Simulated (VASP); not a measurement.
Set up this calculation in VASP 6.6.1, as the native input.

```
Task                   : electric field gradients
Functional             : LDA
Potentials or basis    : VASP PAW LDA potentials, release 64 (Hf_pv)
Cutoff                 : 520 eV
k mesh                 : 13 × 13 × 13
Occupations            : fermi-dirac, width 0.03 eV
Spin                   : no spin polarisation
Dipole correction      : no
Further INCAR settings : ALGO = Normal; EDIFF = 1e-08; NBANDS = 11
```

The structure of Hf lies in POSCAR:

```
Hf
1.0
    0.0000000000      2.1534000000      2.2200000000
    2.1534000000      0.0000000000      2.2200000000
    2.1534000000      2.1534000000      0.0000000000
Hf
1
Direct
    0.0000000000      0.0000000000      0.0000000000
```

This cell differs from its parent crystal: equal xx and yy strain of -3 %.

These files were run (other wordings do the same):

INCAR

```
PREC = Accurate ; ENCUT = 520
EDIFF = 1E-8 ; ISMEAR = -1
SIGMA = 0.03 ; LREAL = False
LASPH = True ; NELM = 80
ALGO = Normal ; ISIF = 2
LWAVE = False ; LCHARG = False
LEFG = True ; NBANDS = 11
```

KPOINTS

```
Automatic mesh
0
Gamma
  13 13 13
```

Potentials or basis: VASP PAW LDA potentials, release 64 (Hf_pv).

Command:

```sh
$ cat potpaw_LDA.64/Hf_pv/POTCAR > POTCAR
$ mpirun -np 1 vasp_std > vasp.out
```

Results of the run:

```json
{
  "Pressure": "1.1 GPa",
  "Band gap on the k mesh": "zero (band 5 reaches 6.33 eV, above the bottom of band 6 at 4.50 eV)"
}
```

Caveat: the cell differs from its parent crystal (equal xx and yy strain of -3 %); without QUAD_EFG the Cq values of the log hold for a quadrupole moment of 1 mb, not for the nuclei; spin-orbit coupling is left out, which moves the levels of the heavy elements.

Run time: 20 s on 1 thread of Intel(R) Xeon(R) Platinum 8259CL CPU @ 2.50GHz (Skylake/Cascade Lake) (shared host), peak memory 0.16 GiB.
